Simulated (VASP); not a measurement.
Runs of VASP 6.6.1 on La. The structure is that of space group Im-3m (No. 229), or close to it. The cells are those of the table. 

```csv
cell,k mesh,gap on the mesh (eV),pressure (GPa)
"a = 3.702 Å, angles 109.5°, 1 atom",12 × 12 × 12,none,-2.7
"a = 3.564 Å, angles 109.5°, 1 atom",18 × 18 × 18,none,0.1
"a = 3.416 Å, angles 109.5°, 1 atom",12 × 12 × 12,none,(b)
"a = 3.467 Å, angles 109.5°, 1 atom",12 × 12 × 12,none,(a)
"a = 3.516 Å, angles 109.5°, 1 atom",12 × 12 × 12,none,1.4
"a = 3.564 Å, angles 109.5°, 1 atom",12 × 12 × 12,none,0.1
"a = 3.611 Å, angles 109.5°, 1 atom",12 × 12 × 12,none,-0.9
"a = 3.657 Å, angles 109.5°, 1 atom",12 × 12 × 12,none,-1.8
```

Alike in all rows: task single point; level PBEsol; potentials or basis VASP PAW PBE potentials, release 64 (La); no spin polarisation; cutoff (eV) 520; smearing fermi-dirac 0.1 eV.

Problem. Estimate the missing entries.

Solution. (a) 2.7; (b) 4.3.

Caveats: the PAW data sets were made with another functional, which shifts forces and pressure a little; spin-orbit coupling is left out, which moves the levels of the heavy elements.

A k mesh can miss the band edges, and the runs leave out spin-orbit coupling on La.

A gap of «none» marks levels without a gap at the run's occupations.
